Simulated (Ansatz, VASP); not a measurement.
## InSb: VASP beside Ansatz

```
In Sb
1.0
     5.35700    0.00000    0.00000
     0.00000    5.71200    0.00000
     0.00000    0.00000    3.09363
In Sb
2 2
Direct
  0.00000 0.00000 0.00000
  0.50000 0.50000 0.00000
  0.50000 0.00000 0.83500
  0.00000 0.50000 0.16500
```

Change from the starting cell: zz strain of +1 %, crystal datasets.

Alike in both runs: task electric field gradients; functional LDA; k mesh 6 × 6 × 11; occupations fermi-dirac, width 0.08 eV; no spin polarisation.

```csv
,VASP,Ansatz
version,VASP 6.6.1,Ansatz 0.2.0
potentials or method,"VASP PAW LDA potentials, release 64 (In_d, Sb), cutoff 520 eV","all-electron PAW with datasets made for the crystal, scalar-relativistic"
```

```tsv
	VASP	Ansatz	Ansatz less VASP
pressure (GPa)	11.0	10.7	-0.25
traceless stress, the component that is largest in VASP (GPa)	11.35	11.30	-0.052
rms of the force components (eV/Å)	0.279	0.276	-0.0023
size of Vzz on the site where it differs most (V/Å²)	88.6	77.1	-11.52
```

LDA's correlation is that of Perdew and Zunger in VASP and of Perdew and Wang (1992) in Ansatz. Atom by atom the forces differ by 0.002 eV/Å (rms over components). Ansatz ran all-electron here, and VASP with PAW potentials.

Neither program's run includes spin-orbit coupling.
